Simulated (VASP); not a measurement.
A run of VASP 6.6.1 is set up as follows.

File INCAR:

```
SYSTEM = Si
PREC = Accurate ; ENCUT = 500
EDIFF = 1E-8 ; ISMEAR = 0
SIGMA = 0.01 ; LREAL = .FALSE.
LASPH = .TRUE. ; NELM = 120
ALGO = Normal ; ISIF = 2
LWAVE = .FALSE. ; LCHARG = .FALSE.
GGA = PE ; IBRION = 8
NSW = 1 ; LEPSILON = .TRUE.
GGA_COMPAT = .FALSE.
```

KPOINTS

```
Automatic mesh
0
G
  12 12 6
  0 0 0
```

The input POSCAR:

```
Si
1.0
    3.8513104194      0.0000000000      0.0000000000
   -1.9256552097      3.3353326611      0.0000000000
    0.0000000000      0.0000000000      6.3657545305
Si
4
Direct
    0.6666666667      0.3333333333      0.5629414155
    0.3333333333      0.6666666667      0.0629414155
    0.6666666667      0.3333333333      0.9370585845
    0.3333333333      0.6666666667      0.4370585845
```

Potentials or basis: VASP PAW PBE potentials, release 64 (Si).

Launch:

```console
$ cat potpaw_PBE.64/Si/POTCAR > POTCAR
$ mpirun -np 1 vasp_std > vasp.out
```

Task: Estimate the electronic dielectric tensor (diagonal).

Result: 12.75, 12.75, 13.72.

Task: Estimate the Born charges (mean of the diagonal).

Result: Si +0.00 e.

Task: Predict the highest phonon frequency at Γ.

Result: 498 cm⁻¹.

Born effective charge tensors (e):
atom 1, Si
```
0.00 0.00 0.00
0.00 0.00 0.00
0.00 0.00 0.00
```
atom 2, Si
```
0.00 0.00 0.00
0.00 0.00 0.00
0.00 0.00 0.00
```
atom 3, Si
```
0.00 0.00 0.00
0.00 0.00 0.00
0.00 0.00 0.00
```
atom 4, Si
```
0.00 0.00 0.00
0.00 0.00 0.00
0.00 0.00 0.00
```
